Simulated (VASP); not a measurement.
# SnSe (Pnma) in VASP: further runs

The runs below take SnSe through single point, relaxation of cell and atoms, with RPBE+D3(BJ), PBE exchange alone, PBEsol, PBEsol+D3(BJ).

Program: VASP 6.6.1. These are calculated values, not measurements. Logs are shortened: lines on timing, memory, paths and dates and some standing lists are left out, and cuts for length are marked.

## Step 1: The cell of the first run

It takes space group Pnma (No. 62, orthorhombic). Conventional cell: a = 11.343 Å, b = 4.162 Å, c = 4.430 Å, α = 90.00°, β = 90.00°, γ = 90.00°. Sn (site symmetry m) has 6 Se at 2.68 to 3.48 Å and 2 Sn at 3.57 Å within 3.6 Å. Se (site symmetry m) has 6 Sn at 2.68 to 3.48 Å within 3.5 Å.

## Step 2: Single point, RPBE+D3(BJ)

INCAR

```
  PREC = Accurate
  ENCUT = 520
  EDIFF = 1E-6
  ISMEAR = -1
  SIGMA = 0.05
  LREAL = False
  LASPH = True
  NELM = 80
  ALGO = Normal
  ISIF = 2
  LWAVE = False
  LCHARG = False
  GGA = RP
  IVDW = 12
  NBANDS = 50
```

KPOINTS

```
Automatic mesh
0
Gamma
  3 6 6
```

POSCAR

```
SnSe
1.0
   11.3433533953      0.0000000000      0.0000000000
    0.0000000000      4.1618783473      0.0000000000
    0.0000000000      0.0000000000      4.4300662122
Sn Se
4 4
Direct
    0.8770000000      0.7500000000      0.9090000000
    0.6230000000      0.2500000000      0.4090000000
    0.3770000000      0.7500000000      0.5910000000
    0.1230000000      0.2500000000      0.0910000000
    0.6430000000      0.7500000000      0.9840000000
    0.8570000000      0.2500000000      0.4840000000
    0.1430000000      0.7500000000      0.5160000000
    0.3570000000      0.2500000000      0.0160000000
```

Potentials or basis: VASP PAW PBE potentials, release 64 (Sn_d, Se).

Started as:

```
$ cat potpaw_PBE.64/Sn_d/POTCAR potpaw_PBE.64/Se/POTCAR > POTCAR
$ mpirun -np 1 vasp_std > vasp.out
```

OUTCAR:

```text
PREC = Accurate
   ENCUT = 520
   EDIFF = 1E-6
   ISMEAR = -1
   LREAL = False
   LASPH = True
   NELM = 80
   ISIF = 2
   GGA = RP
   IVDW = 12
 IVDW          = 12

 ion  position               nearest neighbor table
   1  0.877  0.750  0.909-   5 2.68   6 2.82   6 2.82   4 3.57   4 3.57
   2  0.623  0.250  0.409-   6 2.68   5 2.82   5 2.82   3 3.57   3 3.57
   3  0.377  0.750  0.591-   7 2.68   8 2.82   8 2.82   2 3.57   2 3.57
   4  0.123  0.250  0.091-   8 2.68   7 2.82   7 2.82   1 3.57   1 3.57
   5  0.643  0.750  0.984-   1 2.68   2 2.82   2 2.82
   6  0.857  0.250  0.484-   2 2.68   1 2.82   1 2.82
   7  0.143  0.750  0.516-   3 2.68   4 2.82   4 2.82
   8  0.357  0.250  0.016-   4 2.68   3 2.82   3 2.82

  LATTYP: Found a simple orthorhombic cell.
 ALAT       =     4.1618783473
 B/A-ratio  =     1.0644391408
 C/A-ratio  =     2.7255369928

  Lattice vectors:

 A1 = (   0.0000000000,   4.1618783473,   0.0000000000)
 A2 = (   0.0000000000,   0.0000000000,   4.4300662122)
 A3 = (  11.3433533953,   0.0000000000,   0.0000000000)

Analysis of symmetry for initial positions (statically):
=====================================================================
 Subroutine PRICEL returns:
 Original cell was already a primitive cell.

 Routine SETGRP: Setting up the symmetry group for a
 simple orthorhombic supercell.

 Subroutine GETGRP returns: Found  8 space group operations
 (whereof  2 operations were pure point group operations)
 out of a pool of  8 trial point group operations.

The static configuration has the point symmetry S_2 .
 The point group associated with its full space group is D_2h.

Analysis of symmetry for dynamics (positions and initial velocities):
=====================================================================
 Subroutine PRICEL returns:
 Original cell was already a primitive cell.

 Routine SETGRP: Setting up the symmetry group for a
 simple orthorhombic supercell.

 Subroutine GETGRP returns: Found  8 space group operations
 (whereof  2 operations were pure point group operations)
 out of a pool of  8 trial point group operations.

The dynamic configuration has the point symmetry S_2 .
 The point group associated with its full space group is D_2h.

 Subroutine INISYM returns: Found  8 space group operations
 (whereof  2 operations are pure point group operations),
 and found     1 'primitive' translations

----------------------------------------------------------------------------------------

                                     Primitive cell

  volume of cell :     209.1419

  direct lattice vectors                    reciprocal lattice vectors
    11.343353395  0.000000000  0.000000000     0.088157352  0.000000000  0.000000000
     0.000000000  4.161878347  0.000000000     0.000000000  0.240276125  0.000000000
     0.000000000  0.000000000  4.430066212     0.000000000  0.000000000  0.225730260

  length of vectors
    11.343353395  4.161878347  4.430066212     0.088157352  0.240276125  0.225730260

  position of ions in fractional coordinates (direct lattice)
     0.877000000  0.750000000  0.909000000
     0.623000000  0.250000000  0.409000000
     0.377000000  0.750000000  0.591000000
     0.123000000  0.250000000  0.091000000
     0.643000000  0.750000000  0.984000000
     0.857000000  0.250000000  0.484000000
     0.143000000  0.750000000  0.516000000
     0.357000000  0.250000000  0.016000000

  ion indices of the primitive-cell ions
   primitive index   ion index
                 1           1
                 2           2
                 3           3
                 4           4
                 5           5
                 6           6
                 7           7
                 8           8

----------------------------------------------------------------------------------------

 KPOINTS: Automatic mesh

Automatic generation of k-mesh.
 Grid dimensions read from file:
 generate k-points for:    3    6    6

 Generating k-lattice:

  Cartesian coordinates                     Fractional coordinates (reciprocal lattice)
     0.029385784  0.000000000  0.000000000     0.333333333  0.000000000  0.000000000
     0.000000000  0.040046021  0.000000000     0.000000000  0.166666667  0.000000000
     0.000000000  0.000000000  0.037621710     0.000000000  0.000000000  0.166666667

  Length of vectors
     0.029385784  0.040046021  0.037621710

  Shift w.r.t. Gamma in fractional coordinates (k-lattice)
     0.000000000  0.000000000  0.000000000

 Subroutine IBZKPT returns following result:
 ===========================================

 Found     32 irreducible k-points:

 Following reciprocal coordinates:
            Coordinates               Weight
  0.000000  0.000000  0.000000      1.000000
  0.333333  0.000000  0.000000      2.000000
  0.000000  0.166667  0.000000      2.000000
  0.333333  0.166667  0.000000      4.000000
  0.000000  0.333333  0.000000      2.000000
  0.333333  0.333333  0.000000      4.000000
[... 16 lines left out ...]
  0.000000  0.500000  0.333333      2.000000
  0.333333  0.500000  0.333333      4.000000
 [... further k-points ...]
   k-points           NKPTS =     32   k-points in BZ     NKDIM =     32   number of bands    NBANDS=     50
   number of dos      NEDOS =    301   number of ions     NIONS =      8
   total plane-waves  NPLWV =  96768
   dimension x,y,z NGX =    84 NGY =   32 NGZ =   36
   dimension x,y,z NGXF=   168 NGYF=   64 NGZF=   72
   ions per type =               4   4
   NGX,Y,Z   is equivalent  to a cutoff of  12.31, 12.78, 13.51 a.u.
   NGXF,Y,Z  is equivalent  to a cutoff of  24.62, 25.56, 27.02 a.u.
 SYSTEM =  unknown system
   PREC   = accura    normal or accurate (medium, high low for compatibility)
   ISTART =      0    job   : 0-new  1-cont  2-samecut
   ICHARG =      2    charge: 1-file 2-atom 10-const
   ISPIN  =      1    spin polarized calculation?
   LNONCOLLINEAR =      F non collinear calculations
   LSORBIT =      F    spin-orbit coupling
   LASPH  =      T    aspherical Exc in radial PAW
   ENCUT  =  520.0 eV  38.22 Ry    6.18 a.u.  21.09  7.74  8.24*2*pi/ulx,y,z
   NELM   =     80;   NELMIN=  2; NELMDL= -5     # of ELM steps
   EDIFF  = 0.1E-05   stopping-criterion for ELM
   LREAL  =      F    real-space projection
   EDIFFG = 0.1E-04   stopping-criterion for IOM
   NSW    =      0    number of steps for IOM
   IBRION =     -1    ionic relax: 0-MD 1-quasi-New 2-CG
   NFREE  =      0    steps in history (QN), initial steepest desc. (CG)
   ISIF   =      2    stress and relaxation
   ISYM   =      2    0-nonsym 1-usesym 2-fastsym
   POTIM  = 0.5000    time-step for ionic-motion
   TEBEG  =    0.0;   TEEND  =   0.0 temperature during run
   PSTRESS=    0.0 pullay stress
   NELECT =      80.0000    total number of electrons
   NUPDOWN=      -1.0000    fix difference up-down
   EMIN   =  10.00;   EMAX   =-10.00  energy-range for DOS
   EFERMI =   0.00;   METHOD = LEGACY
   ISMEAR =    -1;   SIGMA  =   0.05  broadening in eV -4-tet -1-fermi 0-gaus
   EFERMI_NEDOS =   21; number of points for ismear=-14 and -15
   IALGO  =     38    algorithm
   IMIX   =      4    mixing-type and parameters
     AMIX     =   0.40;   BMIX     =  1.00
     AMIX_MAG =   1.60;   BMIX_MAG =  1.00
  volume/ion in A,a.u.               =      26.14       176.42
  Fermi-wavevector in a.u.,A,eV,Ry     =   1.188387  2.245725 19.215006  1.412263
  Thomas-Fermi vector in A             =   2.324517
   LORBIT       =      0    0 simple, 1 ext, 2 COOP (PROOUT), +10 PAW based schemes
   GGA     = RP    functional components
   LHFCALC =     F    Hartree Fock is set to
   AEXX    =    0.0000 exact exchange contribution
   IVDW    =    12    specifies the selected vdW correction
   LEPSILON=     F    determine dielectric tensor
   LRPA    =     F    only Hartree local field effects (RPA)
 non-spin polarized calculation
  energy-cutoff  :      520.00
  volume of cell :      209.14
 maximum number of plane-waves:      5654
   NGX = 43   NGY = 15   NGZ = 17

 number of electron      79.9999984 magnetization

 Free energy of the ion-electron system (eV)
  ---------------------------------------------------
  ext. energy  EPLUGINS =         0.00000000
  ---------------------------------------------------
  free energy    TOTEN  =       -29.78648803 eV

  energy without entropy =      -29.78639807  energy(sigma->0) =      -29.78644305

 E-fermi :   6.1439     XC(G=0):  -9.6811

 val. band max:        5.8579312568   @ k =   0.0000   0.0000   0.3333
 cond. band min:       6.4277339411   @ k =   0.0000   0.3333   0.0000
 fundamental gap:      0.5698026843
 Fermi energy:         6.1438972217

 k-point     1 :       0.0000    0.0000    0.0000
  band No.  band energies     occupation
      1     -15.6201      2.00000
      2     -15.6107      2.00000
      3     -15.6064      2.00000
      4     -15.6055      2.00000
      5     -15.6043      2.00000
      6     -15.5999      2.00000
[... 42 lines left out ...]
     49      10.5216      0.00000
     50      10.5638      0.00000

 k-point     2 :       0.3333    0.0000    0.0000
  band No.  band energies     occupation
      1     -15.6177      2.00000
      2     -15.6126      2.00000
      3     -15.6069      2.00000
      4     -15.6054      2.00000
      5     -15.6048      2.00000
      6     -15.6027      2.00000
[... 42 lines left out ...]
     49      10.7723      0.00000
     50      10.8560      0.00000

 k-point     3 :       0.0000    0.1667    0.0000
  band No.  band energies     occupation
      1     -15.6143      2.00000
      2     -15.6081      2.00000
      3     -15.6077      2.00000
      4     -15.6039      2.00000
      5     -15.6037      2.00000
      6     -15.6015      2.00000
[... 1102 lines left out ...]
     49      10.6805      0.00000
     50      10.6805      0.00000

 k-point    24 :       0.3333    0.5000    0.3333
  band No.  band energies     occupation
      1     -15.6244      2.00000
      2     -15.6244      2.00000
      3     -15.6216      2.00000
      4     -15.6216      2.00000
      5     -15.5909      2.00000
      6     -15.5909      2.00000
[... 42 lines left out ...]
     49      11.3021      0.00000
     50      11.3331      0.00000

 [... further k-points ...]

------------------------ aborting loop because EDIFF is reached ----------------------------------------

 Edisp (eV)  -12.84288

 E8    (eV) :    -8.2610

  FORCE on cell =-STRESS in cart. coord.  units (eV):
  Direction    XX          YY          ZZ          XY          YZ          ZX
  --------------------------------------------------------------------------------------
  -------------------------------------------------------------------------------------
  Total      -8.54839   -13.07889   -13.32225     0.00000     0.00000     0.00000
  in kB     -65.48682  -100.19371  -102.05800     0.00000     0.00000     0.00000
  external pressure =      -89.25 kB  Pullay stress =        0.00 kB

 VOLUME and BASIS-vectors are now :
 -----------------------------------------------------------------------------
  energy-cutoff  :      520.00
  volume of cell :      209.14
      direct lattice vectors                 reciprocal lattice vectors
    11.343353395  0.000000000  0.000000000     0.088157352  0.000000000  0.000000000
     0.000000000  4.161878347  0.000000000     0.000000000  0.240276125  0.000000000
     0.000000000  0.000000000  4.430066212     0.000000000  0.000000000  0.225730260

 POSITION                                       TOTAL-FORCE (eV/Angst)
 -----------------------------------------------------------------------------------
      9.94812      3.12141      4.02693         0.500993      0.000000      0.144658
      7.06691      1.04047      1.81190        -0.500993     -0.000000      0.144658
      4.27644      3.12141      2.61817         0.500993      0.000000     -0.144658
      1.39523      1.04047      0.40314        -0.500993      0.000000     -0.144658
      7.29378      3.12141      4.35919        -0.357393      0.000000     -0.132947
      9.72125      1.04047      2.14415         0.357393      0.000000     -0.132947
      1.62210      3.12141      2.28591        -0.357393     -0.000000      0.132947
      4.04958      1.04047      0.07088         0.357393     -0.000000      0.132947
 -----------------------------------------------------------------------------------
    total drift:                                0.000000      0.000000      0.000000

  FREE ENERGIE OF THE ION-ELECTRON SYSTEM (eV)
  ---------------------------------------------------
  free  energy   TOTEN  =       -42.6293642140 eV

  energy  without entropy=      -42.6292742447  energy(sigma->0) =      -42.62931923
```

Wall time 8.1 min (1 thread of Intel Xeon 8259CL, shared host); peak memory 0.45 GiB.

What came out:

```
Free energy                : -42.6294 eV
Pressure                   : -8.9 GPa
Largest force              : 0.521 eV/Å
Band gap on the k mesh     : 0.57 eV (least direct gap 0.73 eV)
Dispersion energy per atom : -1.605 eV
```

Forces on the atoms (eV/Å):
```
Sn   0.501  0.000  0.145
Sn  -0.501  0.000  0.145
Sn   0.501  0.000 -0.145
Sn  -0.501  0.000 -0.145
Se  -0.357  0.000 -0.133
Se   0.357  0.000 -0.133
Se  -0.357  0.000  0.133
Se   0.357  0.000  0.133
```

Caveat: the cell stands under tension; the dispersion term is far too large for a dense solid, which distorts pressure and volume; semilocal functionals underestimate gaps, and a narrow one can read as zero; the PAW data sets were made with another functional, which shifts forces and pressure a little; spin-orbit coupling is left out, which moves the levels of the heavy elements.

(Continued in part 2 of 3.)
